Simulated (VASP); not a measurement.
Input of a VASP 6.6.1 run:

The input INCAR:

```
PREC     = Accurate       # precision mode
ENCUT    = 520            # plane-wave cutoff, eV
EDIFF    = 1E-6           # SCF threshold, eV
ISMEAR   = 0              # smearing method
SIGMA    = 0.1            # smearing width, eV
LREAL    = False          # projectors in reciprocal space
LASPH    = True           # aspherical terms in the spheres
NELM     = 60             # most SCF steps
ALGO     = Normal         # electronic algorithm
ISIF     = 2              # what is computed and relaxed
LWAVE    = False          # write WAVECAR
LCHARG   = False          # write CHGCAR
LDIPOL   = True         
IDIPOL   = 3            
DIPOL    = 0.5 0.5 0.360
GGA      = PE             # functional
IBRION   = 2              # ionic algorithm
NSW      = 36             # ionic steps
EDIFFG   = -0.025         # ionic threshold
KPAR     = 4
```

Contents of KPOINTS:

```
Automatic mesh
0
Gamma
  8 8 1
```

The input POSCAR:

```
Si4Mo2S
1.0
    3.2169717406      0.0000000000      0.0000000000
    0.0000000000      3.2169717406      0.0000000000
    0.0000000000      0.0000000000     21.8787970309
Si Mo S
4 2 1
Selective dynamics
Direct
    0.0000000000      0.0000000000      0.1828254083  F F F
    0.0000000000      0.0000000000      0.3015081460  F F F
    0.5000000000      0.5000000000      0.3593659940  F F F
    0.5000000000      0.5000000000      0.4743769512  F F F
    0.5000000000      0.5000000000      0.2421667771  F F F
    0.0000000000      0.0000000000      0.4192862009  F F F
    0.7500000000      0.8750000000      0.5408356367  F F T
```

Potentials or basis: VASP PAW PBE potentials, release 64 (Si, Mo_sv, S).

The run is started by

```sh
$ cat potpaw_PBE.64/Si/POTCAR potpaw_PBE.64/Mo_sv/POTCAR potpaw_PBE.64/S/POTCAR > POTCAR
$ mpirun -np 4 vasp_std > vasp.out
```

(1) Predict the energy gained by relaxing.

(2) Predict the band gap on the k mesh.

## Answers

(1) 0.0 meV/atom.

(2) zero (bands 25 and 26 overlap by 0.59 eV).
